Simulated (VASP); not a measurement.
The system is Mg3CdTe4.

```
CELL_PARAMETERS angstrom
4.23380 -5.99024 0.00000
4.23380 5.99024 0.00000
0.00000 0.00000 4.23698
ATOMIC_POSITIONS crystal
Mg 0.00000 0.00000 0.00000
Mg 0.50000 0.00000 0.50000
Mg 0.00000 0.50000 0.50000
Cd 0.50000 0.50000 0.00000
Te 0.75275 0.24725 0.00000
Te 0.24630 0.24630 0.50000
Te 0.75370 0.75370 0.50000
Te 0.24725 0.75275 0.00000
```

Base run:

```yaml
Program: VASP 6.6.1
Functional: r2SCAN
Potentials_or_basis: VASP PAW PBE potentials, release 64 (Mg, Cd, Te)
Cutoff: 520 eV
k_mesh: 4 × 4 × 6
Occupations: fermi-dirac, width 0.02 eV
Spin: no spin polarisation
```

Its results: band gap on the k mesh zero (filled and empty bands touch); pressure 0.0 GPa; largest force 0.026 eV/Å.

The run is repeated on the same cell with these changes: functional from r2SCAN to PBE. What comes out?

Band gap on the k mesh zero (bands 21 and 22 overlap by 0.18 eV); pressure 0.7 GPa; largest force 0.054 eV/Å.

Caveats: semilocal functionals underestimate gaps, and a narrow one can read as zero; spin-orbit coupling is left out, which moves the levels of the heavy elements; the PAW data sets were made with another functional, which shifts forces and pressure a little (at least some runs).
